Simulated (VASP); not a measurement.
# Sr (I4/mmm) in VASP: a series of runs

The runs below take Sr through single point, with PBE.

Program: VASP 6.6.1. These are calculated values, not measurements. Logs are shortened: lines on timing, memory, paths and dates and some standing lists are left out, and cuts for length are marked.

**1. The cell of the first run**

The structure is tetragonal, space group I4/mmm (No. 139). Conventional cell: a = 4.130 Å, b = 4.130 Å, c = 5.598 Å, α = 90.00°, β = 90.00°, γ = 90.00°. Within 5.3 Å of Sr (site symmetry 4/mmm) lie 12 Sr at 4.05 to 4.13 Å.

**2. Single point, PBE (strain -0.040 along x and y, -0.080 along z)**

The input, INCAR:

```
SYSTEM = Sr
  PREC = Accurate
  ENCUT = 520
  EDIFF = 1E-7
  ISMEAR = 0
  SIGMA = 0.15
  LREAL = .False.
  LASPH = .True.
  NELM = 100
  ALGO = Normal
  ISIF = 2
  LWAVE = .False.
  LCHARG = .False.
  GGA = PE
  NBANDS = 11
```

The input, KPOINTS:

```
Automatic mesh
0
Gamma
  14 14 14
  0 0 0
```

The input, POSCAR:

```
Sr
1.0
    0.0000000000      2.9206560000      2.7989620000
    2.9206560000      0.0000000000      2.7989620000
    2.9206560000      2.9206560000      0.0000000000
Sr
1
Direct
    0.0000000000      0.0000000000      0.0000000000
```

Potentials or basis: VASP PAW PBE potentials, release 64 (Sr_sv).

Command:

```sh
$ cat potpaw_PBE.64/Sr_sv/POTCAR > POTCAR
$ mpirun -np 1 vasp_std > vasp.out
```

OUTCAR:

```text
SYSTEM = Sr
   PREC = Accurate
   ENCUT = 520
   EDIFF = 1E-7
   ISMEAR = 0
   LREAL = .False.
   LASPH = .True.
   NELM = 100
   ISIF = 2
   GGA = PE

 ion  position               nearest neighbor table
   1  0.000  0.000  0.000-

  LATTYP: Found a body centered tetragonal cell.
 ALAT       =     4.1304313262
 C/A-ratio  =     1.3552879973

  Lattice vectors:

 A1 = (   0.0000000000,  -2.9206560000,  -2.7989620000)
 A2 = (   0.0000000000,   2.9206560000,  -2.7989620000)
 A3 = (   2.9206560000,   0.0000000000,   2.7989620000)

Analysis of symmetry for initial positions (statically):
=====================================================================
 Subroutine PRICEL returns:
 Original cell was already a primitive cell.

 Routine SETGRP: Setting up the symmetry group for a
 body centered tetragonal supercell.

 Subroutine GETGRP returns: Found 16 space group operations
 (whereof 16 operations were pure point group operations)
 out of a pool of 16 trial point group operations.

The static configuration has the point symmetry D_4h.

Analysis of symmetry for dynamics (positions and initial velocities):
=====================================================================
 Subroutine PRICEL returns:
 Original cell was already a primitive cell.

 Routine SETGRP: Setting up the symmetry group for a
 body centered tetragonal supercell.

 Subroutine GETGRP returns: Found 16 space group operations
 (whereof 16 operations were pure point group operations)
 out of a pool of 16 trial point group operations.

The dynamic configuration has the point symmetry D_4h.

 Subroutine INISYM returns: Found 16 space group operations
 (whereof 16 operations are pure point group operations),
 and found     1 'primitive' translations

----------------------------------------------------------------------------------------

                                     Primitive cell

  volume of cell :      47.7516

  direct lattice vectors                    reciprocal lattice vectors
     0.000000000  2.920656000  2.798962000    -0.171194417  0.171194417  0.178637652
     2.920656000  0.000000000  2.798962000     0.171194417 -0.171194417  0.178637652
     2.920656000  2.920656000  0.000000000     0.171194417  0.171194417 -0.178637652

  length of vectors
     4.045296002  4.045296002  4.130431326     0.300876166  0.300876166  0.300876166

  position of ions in fractional coordinates (direct lattice)
     0.000000000  0.000000000  0.000000000

  ion indices of the primitive-cell ions
   primitive index   ion index
                 1           1

----------------------------------------------------------------------------------------

 KPOINTS: Automatic mesh

Automatic generation of k-mesh.
 Grid dimensions read from file:
 generate k-points for:   14   14   14

 Generating k-lattice:

  Cartesian coordinates                     Fractional coordinates (reciprocal lattice)
    -0.012228173  0.012228173  0.012759832     0.071428571 -0.000000000  0.000000000
     0.012228173 -0.012228173  0.012759832    -0.000000000  0.071428571  0.000000000
     0.012228173  0.012228173 -0.012759832     0.000000000  0.000000000  0.071428571

  Length of vectors
     0.021491155  0.021491155  0.021491155

  Shift w.r.t. Gamma in fractional coordinates (k-lattice)
     0.000000000  0.000000000  0.000000000

 Subroutine IBZKPT returns following result:
 ===========================================

 Found    244 irreducible k-points:

 Following reciprocal coordinates:
            Coordinates               Weight
  0.000000  0.000000  0.000000      1.000000
  0.071429  0.000000  0.000000      8.000000
  0.142857  0.000000  0.000000      8.000000
  0.214286 -0.000000  0.000000      8.000000
  0.285714  0.000000  0.000000      8.000000
  0.357143 -0.000000  0.000000      8.000000
[... 16 lines left out ...]
  0.214286  0.142857  0.000000      8.000000
  0.285714  0.142857  0.000000      8.000000
 [... further k-points ...]
   k-points           NKPTS =    244   k-points in BZ     NKDIM =    244   number of bands    NBANDS=     11
   number of dos      NEDOS =    301   number of ions     NIONS =      1
   total plane-waves  NPLWV =  28800
   dimension x,y,z NGX =    30 NGY =   30 NGZ =   32
   dimension x,y,z NGXF=    60 NGYF=   60 NGZF=   64
   ions per type =               1
   NGX,Y,Z   is equivalent  to a cutoff of  12.33, 12.33, 12.88 a.u.
   NGXF,Y,Z  is equivalent  to a cutoff of  24.66, 24.66, 25.76 a.u.
 SYSTEM =  Sr
   PREC   = accura    normal or accurate (medium, high low for compatibility)
   ISTART =      0    job   : 0-new  1-cont  2-samecut
   ICHARG =      2    charge: 1-file 2-atom 10-const
   ISPIN  =      1    spin polarized calculation?
   LNONCOLLINEAR =      F non collinear calculations
   LSORBIT =      F    spin-orbit coupling
   LASPH  =      T    aspherical Exc in radial PAW
   ENCUT  =  520.0 eV  38.22 Ry    6.18 a.u.   7.52  7.52  7.68*2*pi/ulx,y,z
   NELM   =    100;   NELMIN=  2; NELMDL= -5     # of ELM steps
   EDIFF  = 0.1E-06   stopping-criterion for ELM
   LREAL  =      F    real-space projection
   EDIFFG = 0.1E-05   stopping-criterion for IOM
   NSW    =      0    number of steps for IOM
   IBRION =     -1    ionic relax: 0-MD 1-quasi-New 2-CG
   NFREE  =      0    steps in history (QN), initial steepest desc. (CG)
   ISIF   =      2    stress and relaxation
   ISYM   =      2    0-nonsym 1-usesym 2-fastsym
   POTIM  = 0.5000    time-step for ionic-motion
   TEBEG  =    0.0;   TEEND  =   0.0 temperature during run
   PSTRESS=    0.0 pullay stress
   NELECT =      10.0000    total number of electrons
   NUPDOWN=      -1.0000    fix difference up-down
   EMIN   =  10.00;   EMAX   =-10.00  energy-range for DOS
   EFERMI =   0.00;   METHOD = LEGACY
   ISMEAR =     0;   SIGMA  =   0.15  broadening in eV -4-tet -1-fermi 0-gaus
   EFERMI_NEDOS =   21; number of points for ismear=-14 and -15
   IALGO  =     38    algorithm
   IMIX   =      4    mixing-type and parameters
     AMIX     =   0.40;   BMIX     =  1.00
     AMIX_MAG =   1.60;   BMIX_MAG =  1.00
  volume/ion in A,a.u.               =      47.75       322.24
  Fermi-wavevector in a.u.,A,eV,Ry     =   0.972177  1.837149 12.859262  0.945129
  Thomas-Fermi vector in A             =   2.102455
   LORBIT       =      0    0 simple, 1 ext, 2 COOP (PROOUT), +10 PAW based schemes
   GGA     = PE    functional components
   LHFCALC =     F    Hartree Fock is set to
   AEXX    =    0.0000 exact exchange contribution
   IVDW    =     0    specifies the selected vdW correction
   LEPSILON=     F    determine dielectric tensor
   LRPA    =     F    only Hartree local field effects (RPA)
 non-spin polarized calculation
 Gauss-broadening in eV      SIGMA  =   0.15
  energy-cutoff  :      520.00
  volume of cell :       47.75
 maximum number of plane-waves:      1313
   NGX = 15   NGY = 15   NGZ = 15

 number of electron      10.0000000 magnetization

 Free energy of the ion-electron system (eV)
  ---------------------------------------------------
  ext. energy  EPLUGINS =         0.00000000
  ---------------------------------------------------
  free energy    TOTEN  =        -1.60278270 eV

  energy without entropy =       -1.59260220  energy(sigma->0) =       -1.59769245

 E-fermi :   2.1130     XC(G=0):  -7.7908

 val. band max:        2.1044241189   @ k =  -0.2857   0.1429   0.4286
 cond. band min:       2.1169059048   @ k =  -0.2857   0.2143   0.4286
 fundamental gap:      0.0124817858
 Fermi energy:         2.1129506851

 k-point     1 :       0.0000    0.0000    0.0000
  band No.  band energies     occupation
      1     -34.2605      2.00000
      2     -16.1153      2.00000
      3     -16.1153      2.00000
      4     -16.1093      2.00000
      5      -1.7579      2.00000
      6       4.5165      0.00000
      7       4.5165      0.00000
      8       4.7548      0.00000
      9       6.0838      0.00000
     10       6.4769      0.00000
     11       9.6620      0.00000

 k-point     2 :       0.0714    0.0000    0.0000
  band No.  band energies     occupation
      1     -34.2592      2.00000
      2     -16.1302      2.00000
      3     -16.1179      2.00000
      4     -16.1127      2.00000
      5      -1.6629      2.00000
      6       4.4143      0.00000
      7       4.5603      0.00000
      8       4.7550      0.00000
      9       6.0282      0.00000
     10       6.4015      0.00000
     11       9.9145      0.00000

 k-point     3 :       0.1429    0.0000    0.0000
  band No.  band energies     occupation
      1     -34.2554      2.00000
      2     -16.1760      2.00000
      3     -16.1252      2.00000
      4     -16.1177      2.00000
      5      -1.3865      2.00000
      6       4.0745      0.00000
      7       4.6508      0.00000
      8       4.8429      0.00000
      9       5.9410      0.00000
     10       6.2494      0.00000
     11      10.3652      0.00000

 k-point     4 :       0.2143   -0.0000    0.0000
  band No.  band energies     occupation
      1     -34.2500      2.00000
      2     -16.2416      2.00000
      3     -16.1357      2.00000
      4     -16.1244      2.00000
      5      -0.9542      2.00000
      6       3.6365      0.00000
      7       4.6672      0.00000
      8       4.9172      0.00000
      9       6.0169      0.00000
     10       6.2047      0.00000
     11       9.8300      0.00000

 k-point     5 :       0.2857    0.0000    0.0000
  band No.  band energies     occupation
      1     -34.2440      2.00000
      2     -16.3131      2.00000
      3     -16.1472      2.00000
      4     -16.1318      2.00000
      5      -0.4107      2.00000
      6       3.2050      0.00000
      7       4.5517      0.00000
      8       4.8582      0.00000
      9       6.3615      0.00000
     10       6.4209      0.00000
     11       9.2530      0.00000
[... 211 lines left out ...]
 k-point    21 :      -0.0714    0.0714    0.0000
  band No.  band energies     occupation
      1     -34.2572      2.00000
      2     -16.1514      2.00000
      3     -16.1216      2.00000
      4     -16.1194      2.00000
      5      -1.5144      2.00000
      6       4.2045      0.00000
      7       4.6447      0.00000
      8       4.8304      0.00000
      9       5.8194      0.00000
     10       6.3996      0.00000
     11      10.2749      0.00000

 k-point    22 :       0.1429    0.1429    0.0000
  band No.  band energies     occupation
      1     -34.2532      2.00000
      2     -16.1718      2.00000
      3     -16.1400      2.00000
      4     -16.1400      2.00000
      5      -1.2369      2.00000
      6       4.0151      0.00000
      7       4.7564      0.00000
      8       4.7564      0.00000
      9       5.6795      0.00000
     10       6.3040      0.00000
     11      10.9813      0.00000

 k-point    23 :       0.2143    0.1429    0.0000
  band No.  band energies     occupation
      1     -34.2489      2.00000
      2     -16.2175      2.00000
      3     -16.1525      2.00000
      4     -16.1461      2.00000
      5      -0.9063      2.00000
      6       3.6723      0.00000
      7       4.8493      0.00000
      8       4.8656      0.00000
      9       5.4201      0.00000
     10       6.4291      0.00000
     11      10.8651      0.00000

 k-point    24 :       0.2857    0.1429    0.0000
  band No.  band energies     occupation
      1     -34.2435      2.00000
      2     -16.2789      2.00000
      3     -16.1651      2.00000
      4     -16.1524      2.00000
      5      -0.4390      2.00000
      6       3.2999      0.00000
      7       4.6204      0.00000
      8       4.8783      0.00000
      9       5.6358      0.00000
     10       6.6885      0.00000
     11      10.2200      0.00000

 [... further k-points ...]

------------------------ aborting loop because EDIFF is reached ----------------------------------------

  FORCE on cell =-STRESS in cart. coord.  units (eV):
  Direction    XX          YY          ZZ          XY          YZ          ZX
  --------------------------------------------------------------------------------------
  -------------------------------------------------------------------------------------
  Total        0.5993461      0.5993461      0.6403135      0.0000000     -0.0000000     -0.0000000
  in kB       20.1094623     20.1094623     21.4840128      0.0000000     -0.0000000     -0.0000000
  external PRESSURE =      20.5676458 kB  Pullay stress =       0.0000000 kB

 VOLUME and BASIS-vectors are now :
 -----------------------------------------------------------------------------
  energy-cutoff  :      520.00
  volume of cell :       47.75
      direct lattice vectors                 reciprocal lattice vectors
     0.000000000  2.920656000  2.798962000    -0.171194417  0.171194417  0.178637652
     2.920656000  0.000000000  2.798962000     0.171194417 -0.171194417  0.178637652
     2.920656000  2.920656000  0.000000000     0.171194417  0.171194417 -0.178637652

 POSITION                                       TOTAL-FORCE (eV/Angst)
 -----------------------------------------------------------------------------------
      0.00000      0.00000      0.00000         0.000000      0.000000     -0.000000
 -----------------------------------------------------------------------------------
    total drift:                                0.000000      0.000000      0.000000

  FREE ENERGIE OF THE ION-ELECTRON SYSTEM (eV)
  ---------------------------------------------------
  free  energy   TOTEN  =        -1.6027826993 eV

  energy  without entropy=       -1.5926022034  energy(sigma->0) =       -1.59769245
```

It took 61 s on 1 thread of Intel Xeon 6975P-C (Granite Rapids), shared host; peak memory 0.26 GiB.

Results:

```yaml
Free_energy: -1.6028 eV
Pressure: 2.1 GPa
```

Stress tensor (GPa, compression positive):
```
2.01 0.00 0.00
0.00 2.01 0.00
0.00 0.00 2.15
```

Caveat: the cell differs from its parent crystal (strain -0.040 along x and y, -0.080 along z).

(Part 1 of 3 ends here.)
